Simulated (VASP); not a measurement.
The system is BiB3.

```
CELL_PARAMETERS angstrom
3.66053 0.00000 0.00000
0.00000 3.66053 0.00000
0.00000 0.00000 3.66053
ATOMIC_POSITIONS crystal
B 0.00000 0.50000 0.50000
B 0.50000 0.00000 0.50000
B 0.50000 0.50000 0.00000
Bi 0.00000 0.00000 0.00000
```

* Program: VASP 6.6.1
* Task: relaxation of cell and atoms
* Functional: PBE
* Potentials or basis: VASP PAW PBE potentials, release 64 (B, Bi_d)
* Cutoff: 600 eV
* k mesh: 6 × 6 × 6
* Occupations: gaussian, width 0.1 eV
* Spin: no spin polarisation

At the start: pressure 17.3 GPa; volume 12.26 Å³/atom.

Problem. How do energy, volume and symmetry change on relaxing?

Solution. Over 3 steps the energy falls by 89.5 meV/atom and the volume is 14.11 Å³/atom (+15.0 %); space group Pm-3m (No. 221, to 0.1 Å) before and after.

The path:
```tsv
step	energy change (eV)	largest force (eV/Å)	pressure (GPa)	volume (Å³)
1	0.0000	0.0000	17.30	49.05
2	-0.3256	0.0000	-3.82	59.06
3	-0.3580	0.0000	0.04	56.43
```

Final structure:
```xyz
4
Lattice="3.8356 0.0000 0.0000 0.0000 3.8356 0.0000 0.0000 0.0000 3.8356" Properties=species:S:1:pos:R:3 pbc="T T T"
B     0.0000    1.9178    1.9178
B     1.9178    0.0000    1.9178
B     1.9178    1.9178    0.0000
Bi    0.0000    0.0000    0.0000
```

Caveat: the volume moved by over 15 % at a fixed basis, so the end points are rough.
